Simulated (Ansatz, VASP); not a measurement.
**RbBr in VASP and in Ansatz**

Contents of INCAR:

```
PREC     = Accurate       # precision mode
ENCUT    = 520            # plane-wave cutoff, eV
EDIFF    = 1E-6           # SCF threshold, eV
ISMEAR   = 0              # smearing method
SIGMA    = 0.01           # smearing width, eV
LREAL    = F              # projectors in reciprocal space
LASPH    = T              # aspherical terms in the spheres
NELM     = 60             # most SCF steps
ALGO     = Normal         # electronic algorithm
ISIF     = 2              # what is computed and relaxed
LWAVE    = F              # write WAVECAR
LCHARG   = F              # write CHGCAR
NBANDS   = 15             # bands
```

Contents of KPOINTS:

```
Automatic mesh
0
Gamma
  6 6 6
```

The input POSCAR:

```
RbBr
1.0
    0.0000000000      3.4610545825      3.4610545825
    3.4610545825      0.0000000000      3.4610545825
    3.4610545825      3.4610545825      0.0000000000
Rb Br
1 1
Direct
    0.0000000000      0.0000000000      0.0000000000
    0.5000000000      0.5000000000      0.5000000000
```

Input for Ansatz:

```yaml
crystal:
  lattice:
    - [0.0, 3.4610545825, 3.4610545825]
    - [3.4610545825, 0.0, 3.4610545825]
    - [3.4610545825, 3.4610545825, 0.0]
  atoms:
    - { symbol: Rb, position: [0.0, 0.0, 0.0] }
    - { symbol: Br, position: [0.5, 0.5, 0.5] }
kpoints:
  mp_grid: { grid: [6, 6, 6] }
  band_path:
    path:
      - [0.0, 0.0, 0.0]
      - [0.5, 0.0, 0.5]
      - [0.625, 0.25, 0.625]
      - [0.375, 0.375, 0.75]
      - [0.5, 0.5, 0.5]
      - [0.5, 0.25, 0.75]
    npoints: 1
hamiltonian:
  xc: lda
scf:
  occupations: { method: fixed }
  n_extra_bands: 4
output:
  forces: true
  stress: true
  eigenvalues: true
```

Alike in both runs: task single point; functional LDA; k mesh 6 × 6 × 6; no spin polarisation.

```csv
,VASP,Ansatz
version,VASP 6.6.1,Ansatz 0.2.0
potentials or method,"VASP PAW LDA potentials, release 64 (Rb_sv, Br)","plane waves, PAW"
plane-wave cutoff (eV),520,420
occupations,"gaussian, width 0.01 eV",fixed
valence electrons in the cell,16,16
```

Ansatz gave:

```
gap on the k mesh at the Fermi level (eV) : 3.88
pressure (GPa)                            : -1.5
```

Question: Estimate VASP's values.

Answer: gap on the k mesh at the Fermi level (eV): 3.89; pressure (GPa): -1.5.

LDA's correlation is that of Perdew and Zunger in VASP and of Perdew and Wang (1992) in Ansatz.
